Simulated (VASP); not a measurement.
Crystal: HfN.

```xyz
2
Lattice="0.0000 2.4548 2.4548 2.4548 0.0000 2.4548 2.4548 2.4548 0.0000" Properties=species:S:1:pos:R:3 pbc="T T T"
Hf    0.0000    0.0000    0.0000
N     1.2274    1.2274    1.2274
```

```yaml
Program: VASP 6.6.1
Task: relaxation of cell and atoms
Functional: LDA
Potentials_or_basis: VASP PAW LDA potentials, release 64 (Hf_pv, N)
Cutoff: 600 eV
k_mesh: 9 × 9 × 9
Occupations: fermi-dirac, width 0.05 eV
Spin: no spin polarisation
Hubbard_terms: Hf d U = 5.0 eV
```

At the start: pressure 4.7 GPa; volume 14.79 Å³/atom.

**Question.** How do energy, volume and symmetry change on relaxing?

**Answer.** Over 3 steps the energy falls by 5.0 meV/atom and the volume is 15.14 Å³/atom (+2.4 %); space group F-43m (No. 216, to 0.05 Å).

The path:
```tsv
step	energy change (eV)	largest force (eV/Å)	pressure (GPa)	volume (Å³)
1	0.0000	0.0000	4.72	29.59
2	0.0182	0.0000	-7.15	31.49
3	-0.0099	0.0000	-0.06	30.28
```

Final structure:
```cif
data_structure
_symmetry_space_group_name_H-M 'P 1'
_symmetry_Int_Tables_number 1
_cell_length_a 3.4987
_cell_length_b 3.4987
_cell_length_c 3.4987
_cell_angle_alpha 60.000
_cell_angle_beta 60.000
_cell_angle_gamma 60.000
_cell_volume 30.28
loop_
_atom_site_label
_atom_site_type_symbol
_atom_site_fract_x
_atom_site_fract_y
_atom_site_fract_z
_atom_site_occupancy
Hf1 Hf 0.00000 0.00000 0.00000 1
N1 N 0.25000 0.25000 0.25000 1
```

Caveat: U without spin polarisation on a metal has little footing.
